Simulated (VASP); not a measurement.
# Tl (P6_3/mmc) in VASP: notebook

Runs on Tl. Level: BLYP. Tasks: single point.

All numbers are computed with VASP 6.6.1; they aren't measurements. Logs are shortened: lines on timing, memory, paths and dates and some standing lists are left out, and cuts for length are marked.

## 1. The cell of the first run

It takes space group P6_3/mmc (No. 194, hexagonal). The conventional cell has a = 3.675 Å, b = 3.675 Å, c = 5.603 Å, α = 90.00°, β = 90.00°, γ = 120.00°. Tl (site symmetry -6m2) has 12 Tl at 3.51 to 3.67 Å within 4.6 Å.

## 2. Single point, BLYP (32.76 Å³/atom)

Input file INCAR:

```
SYSTEM = Tl
  AGGAC = 1.0
  AGGAX = 1.0
  ALDAC = 0.0
  ALDAX = 1.0
  ALGO = Normal
  EDIFF = 1E-6
  ENCUT = 520
  GGA = B5
  ISIF = 2
  ISMEAR = -1
  LASPH = .True.
  LCHARG = .True.
  LELF = .True.
  LREAL = .False.
  LVHAR = .True.
  LWAVE = .False.
  NBANDS = 20
  NELM = 80
  PREC = Accurate
  SIGMA = 0.1
```

Input file KPOINTS:

```
k-points
0
Gamma
  16 16 9
  0 0 0
```

Input file POSCAR:

```
Tl
1.0
    3.6747044140      0.0000000000      0.0000000000
   -1.8373522070      3.1823873739      0.0000000000
    0.0000000000      0.0000000000      5.6028607031
Tl
2
Direct
    0.3333333333      0.6666666667      0.2500000000
    0.6666666667      0.3333333333      0.7500000000
```

Potentials or basis: VASP PAW PBE potentials, release 64 (Tl_d).

Started as:

```
$ cat potpaw_PBE.64/Tl_d/POTCAR > POTCAR
$ mpirun -np 1 vasp_std > vasp.out
```

OUTCAR:

```text
SYSTEM = Tl
   EDIFF = 1E-6
   ENCUT = 520
   GGA = B5
   ISIF = 2
   ISMEAR = -1
   LASPH = .True.
   LREAL = .False.
   NELM = 80
   PREC = Accurate

 ion  position               nearest neighbor table
   1  0.333  0.667  0.250-   2 3.51   2 3.51   2 3.51   2 3.51   2 3.51   2 3.51
   2  0.667  0.333  0.750-   1 3.51   1 3.51   1 3.51   1 3.51   1 3.51   1 3.51

  LATTYP: Found a hexagonal cell.
 ALAT       =     3.6747044140
 C/A-ratio  =     1.5247105813

  Lattice vectors:

 A1 = (   3.6747044140,   0.0000000000,   0.0000000000)
 A2 = (  -1.8373522070,   3.1823873739,   0.0000000000)
 A3 = (   0.0000000000,   0.0000000000,   5.6028607031)

Analysis of symmetry for initial positions (statically):
=====================================================================
 Subroutine PRICEL returns:
 Original cell was already a primitive cell.

 Routine SETGRP: Setting up the symmetry group for a
 hexagonal supercell.

 Subroutine GETGRP returns: Found 24 space group operations
 (whereof 12 operations were pure point group operations)
 out of a pool of 24 trial point group operations.

The static configuration has the point symmetry D_3d.
 The point group associated with its full space group is D_6h.

Analysis of symmetry for dynamics (positions and initial velocities):
=====================================================================
 Subroutine PRICEL returns:
 Original cell was already a primitive cell.

 Routine SETGRP: Setting up the symmetry group for a
 hexagonal supercell.

 Subroutine GETGRP returns: Found 24 space group operations
 (whereof 12 operations were pure point group operations)
 out of a pool of 24 trial point group operations.

The dynamic configuration has the point symmetry D_3d.
 The point group associated with its full space group is D_6h.

 Subroutine INISYM returns: Found 24 space group operations
 (whereof 12 operations are pure point group operations),
 and found     1 'primitive' translations

----------------------------------------------------------------------------------------

                                     Primitive cell

  volume of cell :      65.5217

  direct lattice vectors                    reciprocal lattice vectors
     3.674704414  0.000000000  0.000000000     0.272130731  0.157114751  0.000000000
    -1.837352207  3.182387374  0.000000000     0.000000000  0.314229502  0.000000000
     0.000000000  0.000000000  5.602860703     0.000000000  0.000000000  0.178480254

  length of vectors
     3.674704414  3.674704414  5.602860703     0.314229502  0.314229502  0.178480254

  position of ions in fractional coordinates (direct lattice)
     0.333333333  0.666666667  0.250000000
     0.666666667  0.333333333  0.750000000

  ion indices of the primitive-cell ions
   primitive index   ion index
                 1           1
                 2           2

----------------------------------------------------------------------------------------

 KPOINTS: k-points

Automatic generation of k-mesh.
 Grid dimensions read from file:
 generate k-points for:   16   16    9

 Generating k-lattice:

  Cartesian coordinates                     Fractional coordinates (reciprocal lattice)
     0.017008171  0.009819672  0.000000000     0.062500000  0.000000000  0.000000000
     0.000000000  0.019639344  0.000000000     0.000000000  0.062500000  0.000000000
     0.000000000  0.000000000  0.019831139     0.000000000  0.000000000  0.111111111

  Length of vectors
     0.019639344  0.019639344  0.019831139

  Shift w.r.t. Gamma in fractional coordinates (k-lattice)
     0.000000000  0.000000000  0.000000000

 Subroutine IBZKPT returns following result:
 ===========================================

 Found    150 irreducible k-points:

 Following reciprocal coordinates:
            Coordinates               Weight
  0.000000  0.000000  0.000000      1.000000
  0.062500  0.000000  0.000000      6.000000
  0.125000  0.000000  0.000000      6.000000
  0.187500  0.000000  0.000000      6.000000
  0.250000  0.000000  0.000000      6.000000
  0.312500  0.000000  0.000000      6.000000
[... 16 lines left out ...]
  0.187500  0.187500  0.000000      6.000000
  0.250000  0.187500  0.000000     12.000000
 [... further k-points ...]
   k-points           NKPTS =    150   k-points in BZ     NKDIM =    150   number of bands    NBANDS=     20
   number of dos      NEDOS =    301   number of ions     NIONS =      2
   total plane-waves  NPLWV =  32928
   dimension x,y,z NGX =    28 NGY =   28 NGZ =   42
   dimension x,y,z NGXF=    56 NGYF=   56 NGZF=   84
   ions per type =               2
   NGX,Y,Z   is equivalent  to a cutoff of  12.67, 12.67, 12.46 a.u.
   NGXF,Y,Z  is equivalent  to a cutoff of  25.33, 25.33, 24.92 a.u.
 SYSTEM =  Tl
   PREC   = accura    normal or accurate (medium, high low for compatibility)
   ISTART =      0    job   : 0-new  1-cont  2-samecut
   ICHARG =      2    charge: 1-file 2-atom 10-const
   ISPIN  =      1    spin polarized calculation?
   LNONCOLLINEAR =      F non collinear calculations
   LSORBIT =      F    spin-orbit coupling
   LASPH  =      T    aspherical Exc in radial PAW
   ENCUT  =  520.0 eV  38.22 Ry    6.18 a.u.   6.83  6.83 10.42*2*pi/ulx,y,z
   NELM   =     80;   NELMIN=  2; NELMDL= -5     # of ELM steps
   EDIFF  = 0.1E-05   stopping-criterion for ELM
   LREAL  =      F    real-space projection
   EDIFFG = 0.1E-04   stopping-criterion for IOM
   NSW    =      0    number of steps for IOM
   IBRION =     -1    ionic relax: 0-MD 1-quasi-New 2-CG
   NFREE  =      0    steps in history (QN), initial steepest desc. (CG)
   ISIF   =      2    stress and relaxation
   ISYM   =      2    0-nonsym 1-usesym 2-fastsym
   POTIM  = 0.5000    time-step for ionic-motion
   TEBEG  =    0.0;   TEEND  =   0.0 temperature during run
   PSTRESS=    0.0 pullay stress
   NELECT =      26.0000    total number of electrons
   NUPDOWN=      -1.0000    fix difference up-down
   EMIN   =  10.00;   EMAX   =-10.00  energy-range for DOS
   EFERMI =   0.00;   METHOD = LEGACY
   ISMEAR =    -1;   SIGMA  =   0.10  broadening in eV -4-tet -1-fermi 0-gaus
   EFERMI_NEDOS =   21; number of points for ismear=-14 and -15
   IALGO  =     38    algorithm
   IMIX   =      4    mixing-type and parameters
     AMIX     =   0.40;   BMIX     =  1.00
     AMIX_MAG =   1.60;   BMIX_MAG =  1.00
  volume/ion in A,a.u.               =      32.76       221.08
  Fermi-wavevector in a.u.,A,eV,Ry     =   1.203014  2.273368 19.690948  1.447244
  Thomas-Fermi vector in A             =   2.338780
   LORBIT       =      0    0 simple, 1 ext, 2 COOP (PROOUT), +10 PAW based schemes
   GGA     = B5    functional components
   LHFCALC =     F    Hartree Fock is set to
   AEXX    =    0.0000 exact exchange contribution
   IVDW    =     0    specifies the selected vdW correction
   LEPSILON=     F    determine dielectric tensor
   LRPA    =     F    only Hartree local field effects (RPA)
 non-spin polarized calculation
  energy-cutoff  :      520.00
  volume of cell :       65.52
 maximum number of plane-waves:      1784
 NGX is ok and might be reduce to    28
   NGX = 13   NGY = 13   NGZ = 21

 number of electron      26.0000003 magnetization

 Free energy of the ion-electron system (eV)
  ---------------------------------------------------
  ext. energy  EPLUGINS =         0.00000000
  ---------------------------------------------------
  free energy    TOTEN  =        -3.40873473 eV

  energy without entropy =       -3.37327511  energy(sigma->0) =       -3.39100492

 E-fermi :   5.7534     XC(G=0):  -8.9755

 val. band max:        5.7463813464   @ k =   0.1875   0.0000   0.2222
 cond. band min:       5.7579295823   @ k =   0.2500   0.2500   0.2222
 fundamental gap:      0.0115482359
 Fermi energy:         5.7534403856

 k-point     1 :       0.0000    0.0000    0.0000
  band No.  band energies     occupation
      1      -5.8801      2.00000
      2      -5.7371      2.00000
      3      -5.7371      2.00000
      4      -5.7155      2.00000
      5      -5.7007      2.00000
      6      -5.7007      2.00000
[... 12 lines left out ...]
     19      15.6953      0.00000
     20      15.9106      0.00000

 k-point     2 :       0.0625    0.0000    0.0000
  band No.  band energies     occupation
      1      -5.8734      2.00000
      2      -5.7550      2.00000
      3      -5.7263      2.00000
      4      -5.7062      2.00000
      5      -5.7059      2.00000
      6      -5.6956      2.00000
[... 12 lines left out ...]
     19      15.9193      0.00000
     20      16.0060      0.00000

 k-point     3 :       0.1250    0.0000    0.0000
  band No.  band energies     occupation
      1      -5.8627      2.00000
      2      -5.7729      2.00000
      3      -5.7217      2.00000
      4      -5.7212      2.00000
      5      -5.6957      2.00000
      6      -5.6923      2.00000
[... 12 lines left out ...]
     19      15.5829      0.00000
     20      16.8210      0.00000

 k-point     4 :       0.1875    0.0000    0.0000
  band No.  band energies     occupation
      1      -5.8727      2.00000
      2      -5.7701      2.00000
      3      -5.7476      2.00000
      4      -5.7423      2.00000
      5      -5.6866      2.00000
      6      -5.6496      2.00000
[... 12 lines left out ...]
     19      14.8200      0.00000
     20      16.9389      0.00000

 k-point     5 :       0.2500    0.0000    0.0000
  band No.  band energies     occupation
      1      -5.9016      2.00000
      2      -5.7814      2.00000
      3      -5.7656      2.00000
      4      -5.7638      2.00000
      5      -5.6688      2.00000
      6      -5.5953      2.00000
[... 12 lines left out ...]
     19      14.2025      0.00000
     20      16.3092      0.00000

 k-point     6 :       0.3125    0.0000    0.0000
  band No.  band energies     occupation
      1      -5.9336      2.00000
      2      -5.8186      2.00000
      3      -5.7876      2.00000
      4      -5.7698      2.00000
      5      -5.6411      2.00000
      6      -5.5454      2.00000
[... 12 lines left out ...]
     19      13.7698      0.00000
     20      15.8287      0.00000

 k-point     7 :       0.3750    0.0000    0.0000
  band No.  band energies     occupation
      1      -5.9608      2.00000
      2      -5.8523      2.00000
      3      -5.8054      2.00000
      4      -5.7810      2.00000
      5      -5.6156      2.00000
      6      -5.5680      2.00000
[... 12 lines left out ...]
     19      13.4871      0.00000
     20      15.4879      0.00000
[... 277 lines left out ...]
 k-point    20 :       0.3125    0.1250    0.0000
  band No.  band energies     occupation
      1      -5.9150      2.00000
      2      -5.8834      2.00000
      3      -5.7772      2.00000
      4      -5.7701      2.00000
      5      -5.6177      2.00000
      6      -5.5809      2.00000
[... 12 lines left out ...]
     19      14.3506      0.00000
     20      14.9884      0.00000

 k-point    21 :       0.3750    0.1250    0.0000
  band No.  band energies     occupation
      1      -5.9316      2.00000
      2      -5.9066      2.00000
      3      -5.7822      2.00000
      4      -5.7660      2.00000
      5      -5.5982      2.00000
      6      -5.5967      2.00000
[... 12 lines left out ...]
     19      14.1401      0.00000
     20      14.8483      0.00000

 k-point    22 :       0.4375    0.1250    0.0000
  band No.  band energies     occupation
      1      -5.9374      2.00000
      2      -5.9147      2.00000
      3      -5.7839      2.00000
      4      -5.7653      2.00000
      5      -5.6022      2.00000
      6      -5.5900      2.00000
[... 12 lines left out ...]
     19      14.0712      0.00000
     20      14.8014      0.00000

 k-point    23 :       0.1875    0.1875    0.0000
  band No.  band energies     occupation
      1      -5.8500      2.00000
      2      -5.8343      2.00000
      3      -5.8275      2.00000
      4      -5.7610      2.00000
      5      -5.6273      2.00000
      6      -5.5617      2.00000
[... 12 lines left out ...]
     19      14.4493      0.00000
     20      16.4230      0.00000

 k-point    24 :       0.2500    0.1875    0.0000
  band No.  band energies     occupation
      1      -5.8877      2.00000
      2      -5.8551      2.00000
      3      -5.7964      2.00000
      4      -5.7613      2.00000
      5      -5.6091      2.00000
      6      -5.5830      2.00000
[... 12 lines left out ...]
     19      13.8684      0.00000
     20      16.4379      0.00000

 [... further k-points ...]
[... 5 lines left out ...]
  --------------------------------------------------------------------------------------
  -------------------------------------------------------------------------------------
  Total        0.7321174      0.7321174      0.9135185      0.0000000      0.0000000      0.0000000
  in kB       17.9021851     17.9021851     22.3379159      0.0000000      0.0000000      0.0000000
  external PRESSURE =      19.3807620 kB  Pullay stress =       0.0000000 kB

 VOLUME and BASIS-vectors are now :
 -----------------------------------------------------------------------------
  energy-cutoff  :      520.00
  volume of cell :       65.52
      direct lattice vectors                 reciprocal lattice vectors
     3.674704414  0.000000000  0.000000000     0.272130731  0.157114751  0.000000000
    -1.837352207  3.182387374  0.000000000     0.000000000  0.314229502  0.000000000
     0.000000000  0.000000000  5.602860703     0.000000000  0.000000000  0.178480254

 POSITION                                       TOTAL-FORCE (eV/Angst)
 -----------------------------------------------------------------------------------
     -0.00000      2.12159      1.40072        -0.000000     -0.000000      0.000000
      1.83735      1.06080      4.20215         0.000000      0.000000      0.000000
 -----------------------------------------------------------------------------------
    total drift:                                0.000000     -0.000000      0.000000

  FREE ENERGIE OF THE ION-ELECTRON SYSTEM (eV)
  ---------------------------------------------------
  free  energy   TOTEN  =        -3.4087347273 eV

  energy  without entropy=       -3.3732751063  energy(sigma->0) =       -3.39100492
```

It took 3.2 min on 1 thread of Intel Xeon 8259CL, shared host; peak memory 0.29 GiB.

Results:

| Property | Result |
| --- | --- |
| Free energy | -3.4087 eV |
| Pressure | 1.9 GPa |
| Band gap on the k mesh | zero (bands 13 and 14 overlap by 4.22 eV) |

Levels at points of the mesh, in eV from the Fermi level:
```
           k point  band 11  band 12  band 13  band 14  band 15  band 16
(0.00, 0.00, 0.00)    -9.27    -4.93    -2.14     6.40     6.40     8.35
(0.50, 0.00, 0.00)    -5.98    -4.80    -0.64     0.80     1.32     3.16
```

Caveat: the PAW data sets were made with another functional, which shifts forces and pressure a little; spin-orbit coupling is left out, which moves the levels of the heavy elements.

## 3. Single point, BLYP (34.19 Å³/atom)

This run uses another cell than the first one, of 34.19 Å³/atom.

Input file INCAR:

```
  AGGAC = 1.0
  AGGAX = 1.0
  ALDAC = 0.0
  ALDAX = 1.0
  ALGO = Normal
  EDIFF = 1E-7
  ENCUT = 520
  GGA = B5
  ISIF = 2
  ISMEAR = -1
  LASPH = True
  LCHARG = True
  LELF = True
  LREAL = False
  LVHAR = True
  LWAVE = False
  NBANDS = 20
  NELM = 100
  PREC = Accurate
  SIGMA = 0.1
```

Input file KPOINTS:

```
k-points
0
Gamma
  16 16 9
```

Input file POSCAR:

```
Tl
1.0
    3.7272072847      0.0000000000      0.0000000000
   -1.8636036424      3.2278561937      0.0000000000
    0.0000000000      0.0000000000      5.6829123857
Tl
2
Direct
    0.3333333333      0.6666666667      0.2500000000
    0.6666666667      0.3333333333      0.7500000000
```

Potentials or basis: VASP PAW PBE potentials, release 64 (Tl_d).

Started as:

```
$ cat potpaw_PBE.64/Tl_d/POTCAR > POTCAR
$ mpirun -np 1 vasp_std > vasp.out
```

Wall time 4.4 min (1 thread of Intel Xeon 8259CL, shared host); peak memory 0.29 GiB.

Results (log left out):

- Free energy: -3.4348 eV
- Pressure: 0.9 GPa
- Band gap on the k mesh: zero (bands 13 and 14 overlap by 3.98 eV)

Stress tensor (GPa, compression positive):
```
0.79 0.00 0.00
0.00 0.79 0.00
0.00 0.00 1.04
```

Levels at points of the mesh, in eV from the Fermi level:
| k point | band 9 | band 10 | band 11 | band 12 | band 13 | band 14 | band 15 | band 16 | band 17 | band 18 |
| --- | --- | --- | --- | --- | --- | --- | --- | --- | --- | --- |
| (0.00, 0.00, 0.00) | -11.17 | -11.17 | -9.04 | -4.97 | -2.01 | 6.16 | 6.16 | 8.01 | 8.01 | 9.45 |
| (0.50, 0.00, 0.00) | -11.17 | -11.13 | -5.95 | -4.79 | -0.67 | 0.78 | 1.30 | 3.08 | 3.56 | 6.89 |

Caveat: the PAW data sets were made with another functional, which shifts forces and pressure a little; spin-orbit coupling is left out, which moves the levels of the heavy elements.

[end of part 1 of 2]
